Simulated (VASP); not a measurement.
# PbO (Pbcm) in VASP: notebook

The runs below take PbO through single point, with PBE.

Program: VASP 6.6.1. These are calculated values, not measurements. Logs are shortened: lines on timing, memory, paths and dates and some standing lists are left out, and cuts for length are marked.

### Step 1. The cell of the first run

The structure is orthorhombic, space group Pbcm (No. 57). Conventional cell: a = 5.876 Å, b = 5.476 Å, c = 4.743 Å, α = 90.00°, β = 90.00°, γ = 90.00°. Within 2.9 Å of Pb (site symmetry m) lie 4 O at 2.17 to 2.50 Å. Within 2.9 Å of O (site symmetry m) lie 4 Pb at 2.17 to 2.50 Å.

### Step 2. Single point, PBE

Contents of INCAR:

```
PREC     = Accurate       # precision mode
ENCUT    = 520            # plane-wave cutoff, eV
EDIFF    = 1E-7           # SCF threshold, eV
ISMEAR   = -1             # smearing method
SIGMA    = 0.05           # smearing width, eV
LREAL    = F              # projectors in reciprocal space
LASPH    = T              # aspherical terms in the spheres
NELM     = 80             # most SCF steps
ALGO     = Normal         # electronic algorithm
ISIF     = 2              # what is computed and relaxed
LWAVE    = F              # write WAVECAR
LCHARG   = F              # write CHGCAR
GGA      = PE             # functional
NBANDS   = 50             # bands
```

Contents of KPOINTS:

```
Automatic mesh
0
Gamma
  5 5 6
```

Contents of POSCAR:

```
PbO
1.0
    5.8760000000      0.0000000000      0.0000000000
    0.0000000000      5.4760000000      0.0000000000
    0.0000000000      0.0000000000      4.7430000000
Pb O
4 4
Direct
    0.7690000000      0.5140000000      0.2500000000
    0.2310000000      0.4860000000      0.7500000000
    0.7690000000      0.9860000000      0.7500000000
    0.2310000000      0.0140000000      0.2500000000
    0.1320000000      0.5820000000      0.2500000000
    0.8680000000      0.4180000000      0.7500000000
    0.1320000000      0.9180000000      0.7500000000
    0.8680000000      0.0820000000      0.2500000000
```

Potentials or basis: VASP PAW PBE potentials, release 64 (Pb_d, O).

Run with:

```bash
$ cat potpaw_PBE.64/Pb_d/POTCAR potpaw_PBE.64/O/POTCAR > POTCAR
$ mpirun -np 1 vasp_std > vasp.out
```

OUTCAR:

```text
PREC = Accurate
   ENCUT = 520
   EDIFF = 1E-7
   ISMEAR = -1
   LREAL = F
   LASPH = T
   NELM = 80
   ISIF = 2
   GGA = PE

 ion  position               nearest neighbor table
   1  0.769  0.514  0.250-   5 2.17   8 2.44   6 2.50   6 2.50   3 3.51   3 3.51   2 3.61   2 3.61
                             3 3.74   3 3.74   4 3.86   4 3.86   2 3.95   2 3.95
   2  0.231  0.486  0.750-   6 2.17   7 2.44   5 2.50   5 2.50   4 3.51   4 3.51   1 3.61   1 3.61
                             4 3.74   4 3.74   3 3.86   3 3.86   1 3.95   1 3.95
   3  0.769  0.986  0.750-   7 2.17   6 2.44   8 2.50   8 2.50   1 3.51   1 3.51   4 3.61   4 3.61
                             1 3.74   1 3.74   2 3.86   2 3.86   4 3.95   4 3.95
   4  0.231  0.014  0.250-   8 2.17   5 2.44   7 2.50   7 2.50   2 3.51   2 3.51   3 3.61   3 3.61
                             2 3.74   2 3.74   1 3.86   1 3.86   3 3.95   3 3.95
   5  0.132  0.582  0.250-   1 2.17   4 2.44   2 2.50   2 2.50
   6  0.868  0.418  0.750-   2 2.17   3 2.44   1 2.50   1 2.50
   7  0.132  0.918  0.750-   3 2.17   2 2.44   4 2.50   4 2.50
   8  0.868  0.082  0.250-   4 2.17   1 2.44   3 2.50   3 2.50

  LATTYP: Found a simple orthorhombic cell.
 ALAT       =     4.7430000000
 B/A-ratio  =     1.1545435378
 C/A-ratio  =     1.2388783470

  Lattice vectors:

 A1 = (   0.0000000000,   0.0000000000,  -4.7430000000)
 A2 = (   0.0000000000,   5.4760000000,   0.0000000000)
 A3 = (   5.8760000000,   0.0000000000,   0.0000000000)

Analysis of symmetry for initial positions (statically):
=====================================================================
 Subroutine PRICEL returns:
 Original cell was already a primitive cell.

 Routine SETGRP: Setting up the symmetry group for a
 simple orthorhombic supercell.

 Subroutine GETGRP returns: Found  8 space group operations
 (whereof  2 operations were pure point group operations)
 out of a pool of  8 trial point group operations.

The static configuration has the point symmetry S_2 .
 The point group associated with its full space group is D_2h.

Analysis of symmetry for dynamics (positions and initial velocities):
=====================================================================
 Subroutine PRICEL returns:
 Original cell was already a primitive cell.

 Routine SETGRP: Setting up the symmetry group for a
 simple orthorhombic supercell.

 Subroutine GETGRP returns: Found  8 space group operations
 (whereof  2 operations were pure point group operations)
 out of a pool of  8 trial point group operations.

The dynamic configuration has the point symmetry S_2 .
 The point group associated with its full space group is D_2h.

 Subroutine INISYM returns: Found  8 space group operations
 (whereof  2 operations are pure point group operations),
 and found     1 'primitive' translations

----------------------------------------------------------------------------------------

                                     Primitive cell

  volume of cell :     152.6154

  direct lattice vectors                    reciprocal lattice vectors
     5.876000000  0.000000000  0.000000000     0.170183799  0.000000000  0.000000000
     0.000000000  5.476000000  0.000000000     0.000000000  0.182615047  0.000000000
     0.000000000  0.000000000  4.743000000     0.000000000  0.000000000  0.210837023

  length of vectors
     5.876000000  5.476000000  4.743000000     0.170183799  0.182615047  0.210837023

  position of ions in fractional coordinates (direct lattice)
     0.769000000  0.514000000  0.250000000
     0.231000000  0.486000000  0.750000000
     0.769000000  0.986000000  0.750000000
     0.231000000  0.014000000  0.250000000
     0.132000000  0.582000000  0.250000000
     0.868000000  0.418000000  0.750000000
     0.132000000  0.918000000  0.750000000
     0.868000000  0.082000000  0.250000000

  ion indices of the primitive-cell ions
   primitive index   ion index
                 1           1
                 2           2
                 3           3
                 4           4
                 5           5
                 6           6
                 7           7
                 8           8

----------------------------------------------------------------------------------------

 KPOINTS: Automatic mesh

Automatic generation of k-mesh.
 Grid dimensions read from file:
 generate k-points for:    5    5    6

 Generating k-lattice:

  Cartesian coordinates                     Fractional coordinates (reciprocal lattice)
     0.034036760  0.000000000  0.000000000     0.200000000  0.000000000  0.000000000
     0.000000000  0.036523009  0.000000000     0.000000000  0.200000000  0.000000000
     0.000000000  0.000000000  0.035139504     0.000000000  0.000000000  0.166666667

  Length of vectors
     0.034036760  0.036523009  0.035139504

  Shift w.r.t. Gamma in fractional coordinates (k-lattice)
     0.000000000  0.000000000  0.000000000

 Subroutine IBZKPT returns following result:
 ===========================================

 Found     36 irreducible k-points:

 Following reciprocal coordinates:
            Coordinates               Weight
  0.000000  0.000000  0.000000      1.000000
  0.200000  0.000000  0.000000      2.000000
  0.400000  0.000000  0.000000      2.000000
  0.000000  0.200000  0.000000      2.000000
  0.200000  0.200000  0.000000      4.000000
  0.400000  0.200000  0.000000      4.000000
[... 16 lines left out ...]
  0.200000  0.200000  0.333333      8.000000
  0.400000  0.200000  0.333333      8.000000
 [... further k-points ...]
   k-points           NKPTS =     36   k-points in BZ     NKDIM =     36   number of bands    NBANDS=     50
   number of dos      NEDOS =    301   number of ions     NIONS =      8
   total plane-waves  NPLWV =  72576
   dimension x,y,z NGX =    48 NGY =   42 NGZ =   36
   dimension x,y,z NGXF=    96 NGYF=   84 NGZF=   72
   ions per type =               4   4
   NGX,Y,Z   is equivalent  to a cutoff of  13.58, 12.75, 12.62 a.u.
   NGXF,Y,Z  is equivalent  to a cutoff of  27.16, 25.50, 25.24 a.u.
 SYSTEM =  unknown system
   PREC   = accura    normal or accurate (medium, high low for compatibility)
   ISTART =      0    job   : 0-new  1-cont  2-samecut
   ICHARG =      2    charge: 1-file 2-atom 10-const
   ISPIN  =      1    spin polarized calculation?
   LNONCOLLINEAR =      F non collinear calculations
   LSORBIT =      F    spin-orbit coupling
   LASPH  =      T    aspherical Exc in radial PAW
   ENCUT  =  520.0 eV  38.22 Ry    6.18 a.u.  10.93 10.18  8.82*2*pi/ulx,y,z
   NELM   =     80;   NELMIN=  2; NELMDL= -5     # of ELM steps
   EDIFF  = 0.1E-06   stopping-criterion for ELM
   LREAL  =      F    real-space projection
   EDIFFG = 0.1E-05   stopping-criterion for IOM
   NSW    =      0    number of steps for IOM
   IBRION =     -1    ionic relax: 0-MD 1-quasi-New 2-CG
   NFREE  =      0    steps in history (QN), initial steepest desc. (CG)
   ISIF   =      2    stress and relaxation
   ISYM   =      2    0-nonsym 1-usesym 2-fastsym
   POTIM  = 0.5000    time-step for ionic-motion
   TEBEG  =    0.0;   TEEND  =   0.0 temperature during run
   PSTRESS=    0.0 pullay stress
   NELECT =      80.0000    total number of electrons
   NUPDOWN=      -1.0000    fix difference up-down
   EMIN   =  10.00;   EMAX   =-10.00  energy-range for DOS
   EFERMI =   0.00;   METHOD = LEGACY
   ISMEAR =    -1;   SIGMA  =   0.05  broadening in eV -4-tet -1-fermi 0-gaus
   EFERMI_NEDOS =   21; number of points for ismear=-14 and -15
   IALGO  =     38    algorithm
   IMIX   =      4    mixing-type and parameters
     AMIX     =   0.40;   BMIX     =  1.00
     AMIX_MAG =   1.60;   BMIX_MAG =  1.00
  volume/ion in A,a.u.               =      19.08       128.74
  Fermi-wavevector in a.u.,A,eV,Ry     =   1.319994  2.494427 23.706585  1.742385
  Thomas-Fermi vector in A             =   2.449852
   LORBIT       =      0    0 simple, 1 ext, 2 COOP (PROOUT), +10 PAW based schemes
   GGA     = PE    functional components
   LHFCALC =     F    Hartree Fock is set to
   AEXX    =    0.0000 exact exchange contribution
   IVDW    =     0    specifies the selected vdW correction
   LEPSILON=     F    determine dielectric tensor
   LRPA    =     F    only Hartree local field effects (RPA)
 non-spin polarized calculation
  energy-cutoff  :      520.00
  volume of cell :      152.62
 maximum number of plane-waves:      4140
 NGX is ok and might be reduce to    48
   NGX = 21   NGY = 21   NGZ = 17

 number of electron      79.9999990 magnetization

 Free energy of the ion-electron system (eV)
  ---------------------------------------------------
  ext. energy  EPLUGINS =         0.00000000
  ---------------------------------------------------
  free energy    TOTEN  =       -42.39654351 eV

  energy without entropy =      -42.39654351  energy(sigma->0) =      -42.39654351

 E-fermi :   5.8180     XC(G=0): -10.1481

 val. band max:        4.8096617472   @ k =   0.4000   0.2000   0.0000
 cond. band min:       6.7783269298   @ k =   0.4000   0.4000   0.3333
 fundamental gap:      1.9686651826
 Fermi energy:         5.8180404026

 k-point     1 :       0.0000    0.0000    0.0000
  band No.  band energies     occupation
      1     -12.6529      2.00000
      2     -12.4919      2.00000
      3     -12.4161      2.00000
      4     -12.3564      2.00000
      5     -10.7327      2.00000
      6     -10.6718      2.00000
[... 42 lines left out ...]
     49      12.4602      0.00000
     50      12.9684      0.00000

 k-point     2 :       0.2000    0.0000    0.0000
  band No.  band energies     occupation
      1     -12.6410      2.00000
      2     -12.4847      2.00000
      3     -12.4063      2.00000
      4     -12.3472      2.00000
      5     -10.7292      2.00000
      6     -10.6755      2.00000
[... 1158 lines left out ...]
 k-point    24 :       0.4000    0.2000    0.3333
  band No.  band energies     occupation
      1     -12.4227      2.00000
      2     -12.3689      2.00000
      3     -12.3066      2.00000
      4     -12.2892      2.00000
      5     -10.6490      2.00000
      6     -10.6324      2.00000
[... 42 lines left out ...]
     49      12.1797      0.00000
     50      12.4699      0.00000

 [... further k-points ...]

------------------------ aborting loop because EDIFF is reached ----------------------------------------

  FORCE on cell =-STRESS in cart. coord.  units (eV):
  Direction    XX          YY          ZZ          XY          YZ          ZX
  --------------------------------------------------------------------------------------
  -------------------------------------------------------------------------------------
  Total        6.3846590     -1.3121158      1.6996878      0.0000000      0.0000000      0.0000000
  in kB       67.0270238    -13.7747718     17.8435552      0.0000000      0.0000000      0.0000000
  external PRESSURE =      23.6986024 kB  Pullay stress =       0.0000000 kB

 VOLUME and BASIS-vectors are now :
 -----------------------------------------------------------------------------
  energy-cutoff  :      520.00
  volume of cell :      152.62
      direct lattice vectors                 reciprocal lattice vectors
     5.876000000  0.000000000  0.000000000     0.170183799  0.000000000  0.000000000
     0.000000000  5.476000000  0.000000000     0.000000000  0.182615047  0.000000000
     0.000000000  0.000000000  4.743000000     0.000000000  0.000000000  0.210837023

 POSITION                                       TOTAL-FORCE (eV/Angst)
 -----------------------------------------------------------------------------------
      4.51864      2.81466      1.18575        -0.343736     -0.882359     -0.000000
      1.35736      2.66134      3.55725         0.343736      0.882359     -0.000000
      4.51864      5.39934      3.55725        -0.343736      0.882359     -0.000000
      1.35736      0.07666      1.18575         0.343736     -0.882359      0.000000
      0.77563      3.18703      1.18575         0.819992      0.314156      0.000000
      5.10037      2.28897      3.55725        -0.819992     -0.314156     -0.000000
      0.77563      5.02697      3.55725         0.819992     -0.314156     -0.000000
      5.10037      0.44903      1.18575        -0.819992      0.314156      0.000000
 -----------------------------------------------------------------------------------
    total drift:                                0.000000      0.000000     -0.000000

  FREE ENERGIE OF THE ION-ELECTRON SYSTEM (eV)
  ---------------------------------------------------
  free  energy   TOTEN  =       -42.3965435108 eV

  energy  without entropy=      -42.3965435097  energy(sigma->0) =      -42.39654351
```

It took 4.9 min on 1 thread of Oxide Virtual Turin-like, shared host; peak memory 0.34 GiB.

Results:

| Item | Value |
| --- | --- |
| Free energy | -42.3965 eV |
| Pressure | 2.4 GPa |
| Largest force | 0.947 eV/Å |
| Band gap on the k mesh | 1.97 eV, indirect (least direct gap 2.15 eV) |

Forces on the atoms (eV/Å):
```
Pb  -0.344 -0.882  0.000
Pb   0.344  0.882  0.000
Pb  -0.344  0.882  0.000
Pb   0.344 -0.882  0.000
O    0.820  0.314  0.000
O   -0.820 -0.314  0.000
O    0.820 -0.314  0.000
O   -0.820  0.314  0.000
```

Caveat: spin-orbit coupling is left out, which moves the levels of the heavy elements. A k mesh can miss the band edges.

### Step 3. Single point, PBE (volume scaled by 1.02)

Contents of INCAR:

```
  PREC = Accurate
  ENCUT = 520
  EDIFF = 1E-7
  ISMEAR = -1
  SIGMA = 0.05
  LREAL = F
  LASPH = T
  NELM = 100
  ALGO = Normal
  ISIF = 2
  LWAVE = F
  LCHARG = T
  GGA = PE
  LELF = T
  LVHAR = T
  NBANDS = 50
```

KPOINTS is that of step 2.

Edit POSCAR of step 2 so:

```diff
@@ -2,5 +2,5 @@
 1.0
-    5.8760000000      0.0000000000      0.0000000000
-    0.0000000000      5.4760000000      0.0000000000
-    0.0000000000      0.0000000000      4.7430000000
+    5.9149150414      0.0000000000      0.0000000000
+    0.0000000000      5.5122659576      0.0000000000
+    0.0000000000      0.0000000000      4.7744115114
 Pb O
```

Potentials or basis: VASP PAW PBE potentials, release 64 (Pb_d, O).

Run with:

```bash
$ cat potpaw_PBE.64/Pb_d/POTCAR potpaw_PBE.64/O/POTCAR > POTCAR
$ mpirun -np 1 vasp_std > vasp.out
```

It took 5 min on 1 thread of Oxide Virtual Turin-like, shared host; peak memory 0.34 GiB.

The run converged. Its results:

- Free energy: -42.4281 eV
- Pressure: 0.7 GPa
- Largest force: 0.931 eV/Å
- Band gap on the k mesh: 1.94 eV, indirect (least direct gap 2.12 eV)

Forces on the atoms (eV/Å):
```
Pb  -0.072 -0.928  0.000
Pb   0.072  0.928  0.000
Pb  -0.072  0.928  0.000
Pb   0.072 -0.928  0.000
O    0.721  0.303  0.000
O   -0.721 -0.303  0.000
O    0.721 -0.303  0.000
O   -0.721  0.303  0.000
```

Stress tensor (GPa, compression positive):
```
 4.47  0.00  0.00
 0.00 -2.64  0.00
 0.00  0.00  0.16
```

Levels at points of the mesh, in eV from the valence-band top:
```tsv
k point	band 37	band 38	band 39	band 40	band 41	band 42	band 43	band 44
(0.00, 0.00, 0.00)	-1.36	-0.94	-0.33	-0.02	3.53	4.02	4.35	4.72
(0.00, 0.00, 0.50)	-0.67	-0.67	-0.15	-0.15	4.14	4.14	4.67	4.67
```

Caveat: spin-orbit coupling is left out, which moves the levels of the heavy elements.
